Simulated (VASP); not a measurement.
The system is PbO2.

```
Pb O
1.0
     0.00000    2.70199    2.70199
     2.70199    0.00000    2.70199
     2.70199    2.70199    0.00000
Pb O
1 2
Direct
  0.00000 0.00000 0.00000
  0.25000 0.25000 0.25000
  0.75000 0.75000 0.75000
```

- Program: VASP 6.6.1
- Task: relaxation of cell and atoms
- Functional: r2SCAN
- Potentials or basis: VASP PAW PBE potentials, release 64 (Pb_d, O)
- Cutoff: 600 eV
- k mesh: 14 × 14 × 14
- Occupations: gaussian, width 0.1 eV
- Spin: no spin polarisation

At the start: pressure -6.1 GPa; volume 13.15 Å³/atom.

Problem. Where does the relaxation end?

Solution. Over 3 steps the energy falls by 10.8 meV/atom and the volume is 12.61 Å³/atom (-4.1 %); space group Fm-3m (No. 225, to 0.05 Å).

Step by step:
| step | energy change (eV) | largest force (eV/Å) | pressure (GPa) | volume (Å³) |
| --- | --- | --- | --- | --- |
| 1 | 0.0000 | 0.0000 | -6.08 | 39.45 |
| 2 | -0.0138 | 0.0000 | 5.35 | 36.67 |
| 3 | -0.0324 | 0.0000 | -0.02 | 37.82 |

Final structure:
```cif
data_structure
_symmetry_space_group_name_H-M 'P 1'
_symmetry_Int_Tables_number 1
_cell_length_a 3.7678
_cell_length_b 3.7678
_cell_length_c 3.7678
_cell_angle_alpha 60.000
_cell_angle_beta 60.000
_cell_angle_gamma 60.000
_cell_volume 37.82
loop_
_atom_site_label
_atom_site_type_symbol
_atom_site_fract_x
_atom_site_fract_y
_atom_site_fract_z
_atom_site_occupancy
Pb1 Pb 0.00000 0.00000 0.00000 1
O1 O 0.25000 0.25000 0.25000 1
O2 O 0.75000 0.75000 0.75000 1
```

Caveat: the PAW data sets were made with another functional, which shifts forces and pressure a little.
